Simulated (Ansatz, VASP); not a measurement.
# LiCl: VASP beside Ansatz

The input POSCAR:

```
LiCl
1.0
    0.0000000000      2.5560369926      2.5560369926
    2.5560369926      0.0000000000      2.5560369926
    2.5560369926      2.5560369926      0.0000000000
Li Cl
1 1
Direct
    0.0000000000      0.0000000000      0.0000000000
    0.5000000000      0.5000000000      0.5000000000
```

Contents of INCAR.step1:

```
  PREC = Accurate
  ENCUT = 830
  ISMEAR = 0
  SIGMA = 0.01
  LREAL = F
  LASPH = T
  NELM = 120
  NBANDS = 12
  GGA = PE
  ALGO = Normal
  EDIFF = 1E-5
  LWAVE = T
  LCHARG = F
  GGA_COMPAT = F
```

Contents of INCAR.step2:

```
  PREC = Accurate
  ENCUT = 830
  EDIFF = 1E-6
  ISMEAR = 0
  SIGMA = 0.01
  LREAL = F
  LASPH = T
  NELM = 120
  ALGO = Normal
  ISIF = 2
  LWAVE = F
  LCHARG = F
  METAGGA = R2SCAN
  LMIXTAU = T
  NBANDS = 12
  ISTART = 1
  GGA_COMPAT = F
```

The input KPOINTS:

```
Automatic mesh
0
Gamma
  6 6 6
```

Input for Ansatz:

```yaml
crystal:
  lattice:
    - [0.0, 2.5560369926, 2.5560369926]
    - [2.5560369926, 0.0, 2.5560369926]
    - [2.5560369926, 2.5560369926, 0.0]
  atoms:
    - { symbol: Li, position: [0.0, 0.0, 0.0] }
    - { symbol: Cl, position: [0.5, 0.5, 0.5] }
kpoints:
  mp_grid: { grid: [6, 6, 6] }
hamiltonian:
  xc: r2scan
scf:
  occupations: { method: fixed }
output:
  optics:
    e_range: [0, 23]
    de: 0.05
    sigma: 0.1
    bands: { spectra_wanted_up_to: 23 }
```

Alike in both runs: task single point; functional r2SCAN; k mesh 6 × 6 × 6; no spin polarisation.

|  | VASP | Ansatz |
| --- | --- | --- |
| version | VASP 6.6.1 | Ansatz 0.2.0 |
| potentials or method | VASP PAW PBE potentials, release 64 (Li_sv, Cl) | plane waves, PAW |
| plane-wave cutoff (eV) | 830 | 500 |
| occupations | gaussian, width 0.01 eV | fixed |
| valence electrons in the cell | 10 | 10 |

VASP gave:

| Property | Result |
| --- | --- |
| gap on the k mesh at the Fermi level (eV) | 7.36 |

Q: Estimate Ansatz's values.

A: gap on the k mesh at the Fermi level (eV): 7.29.

VASP's potentials were made for PBE, not for r2SCAN.
